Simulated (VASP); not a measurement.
Write the native input for VASP 6.6.1 that does the following.

```yaml
Task: relaxation of cell and atoms
Functional: PBE
Dispersion: D3(BJ)
Potentials_or_basis: VASP PAW PBE potentials, release 64 (Pd)
Cutoff: 600 eV
k_mesh: 18 × 18 × 18
Occupations: gaussian, width 0.1 eV
Spin: no spin polarisation
Dipole_correction: no
Further_INCAR_settings: ALGO = Normal; EDIFF = 1e-06; IBRION = 2; EDIFFG = -0.005; NSW = 100; ISIF = 3
```

The structure of Pd lies in POSCAR:

```
Pd
1.0
    0.0000000000      1.9465000000      1.9465000000
    1.9465000000      0.0000000000      1.9465000000
    1.9465000000      1.9465000000      0.0000000000
Pd
1
Direct
    0.0000000000      0.0000000000      0.0000000000
```

The input as run:

INCAR

```
  PREC = Accurate
  ENCUT = 600
  EDIFF = 1E-6
  ISMEAR = 0
  SIGMA = 0.1
  LREAL = False
  LASPH = True
  NELM = 60
  ALGO = Normal
  ISIF = 3
  LWAVE = False
  LCHARG = False
  GGA = PE
  IVDW = 12
  IBRION = 2
  NSW = 100
  EDIFFG = -0.005
```

KPOINTS

```
Automatic mesh
0
Gamma
  18 18 18
```

Potentials or basis: VASP PAW PBE potentials, release 64 (Pd).

Run with:

```bash
$ cat potpaw_PBE.64/Pd/POTCAR > POTCAR
$ mpirun -np 1 vasp_std > vasp.out
```

Results of the run:

```
Relaxed volume                         : 14.68 Å³/atom
Relaxed cell                           : a = 2.748 Å, b = 2.748 Å, c = 2.748 Å, α = 60.00°, β = 60.00°, γ = 60.00°
Space group after relaxing (to 0.05 Å) : Fm-3m (No. 225)
Energy gained by relaxing              : 0.2 meV/atom
Ionic steps                            : 3
Pressure after relaxing                : 0.0 GPa
Band gap on the k mesh                 : zero (band 5 reaches 10.16 eV, above the bottom of band 6 at 8.56 eV)
Dispersion energy per atom             : -0.671 eV
```

Caveat: pairwise dispersion overbinds metals, which lowers pressure and volume.

It took 17 s on 1 thread of Intel(R) Xeon(R) 6975P-C (Granite Rapids) (shared host), peak memory 0.18 GiB.
